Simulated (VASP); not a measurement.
Input of a VASP 6.6.1 run:

POSCAR

```
Sb
1.0
    3.0586616250      0.0000000000      0.0000000000
    0.0000000000      4.2587682402      0.0000000000
   -0.0381205934      0.0000000000      4.3159114163
Sb
2
Direct
    0.0113890000      0.2500000000      0.2411660000
    0.9886110000      0.7500000000      0.7588340000
```

File INCAR.step1:

```
SYSTEM = Sb
ALGO     = Normal         ! electronic algorithm
EDIFF    = 1E-4           ! SCF threshold, eV
ENCUT    = 520            ! plane-wave cutoff, eV
GGA      = PE             ! functional
ISMEAR   = -1             ! smearing method
LASPH    = .TRUE.         ! aspherical terms in the spheres
LCHARG   = .FALSE.        ! write CHGCAR
LREAL    = .FALSE.        ! projectors in reciprocal space
LWAVE    = .TRUE.         ! write WAVECAR
NBANDS   = 12             ! bands
NELM     = 60             ! most SCF steps
PREC     = Accurate       ! precision mode
SIGMA    = 0.05           ! smearing width, eV
```

File INCAR.step2:

```
SYSTEM = Sb
ALGO     = Normal         ! electronic algorithm
EDIFF    = 1E-6           ! SCF threshold, eV
ENCUT    = 520            ! plane-wave cutoff, eV
ISIF     = 2              ! what is computed and relaxed
ISMEAR   = -1             ! smearing method
ISTART   = 1            
LASPH    = .TRUE.         ! aspherical terms in the spheres
LCHARG   = .FALSE.        ! write CHGCAR
LMIXTAU  = .TRUE.       
LREAL    = .FALSE.        ! projectors in reciprocal space
LWAVE    = .FALSE.        ! write WAVECAR
METAGGA  = R2SCAN         ! meta-GGA
NBANDS   = 12             ! bands
NELM     = 60             ! most SCF steps
PREC     = Accurate       ! precision mode
SIGMA    = 0.05           ! smearing width, eV
```

File KPOINTS:

```
k-points
0
G
  9 6 6
  0 0 0
```

Potentials or basis: VASP PAW PBE potentials, release 64 (Sb).

The run is started by

```sh
$ cat potpaw_PBE.64/Sb/POTCAR > POTCAR
$ cp INCAR.step1 INCAR
$ mpirun -np 1 vasp_std > vasp.out
$ cp INCAR.step2 INCAR
$ mpirun -np 1 vasp_std > vasp.out
```

Question: Predict the largest force.

Answer: 0.145 eV/Å.

Question: Estimate the band gap on the k mesh.

Answer: Zero (band 5 reaches 13.62 eV, above the bottom of band 6 at 4.14 eV).

Question: Estimate the pressure.

Answer: 3.2 GPa.

Forces on the atoms (eV/Å):
```
Sb  -0.041  0.000  0.140
Sb   0.041  0.000 -0.140
```

Caveat: the PAW data sets were made with another functional, which shifts forces and pressure a little; spin-orbit coupling is left out, which moves the levels of the heavy elements.
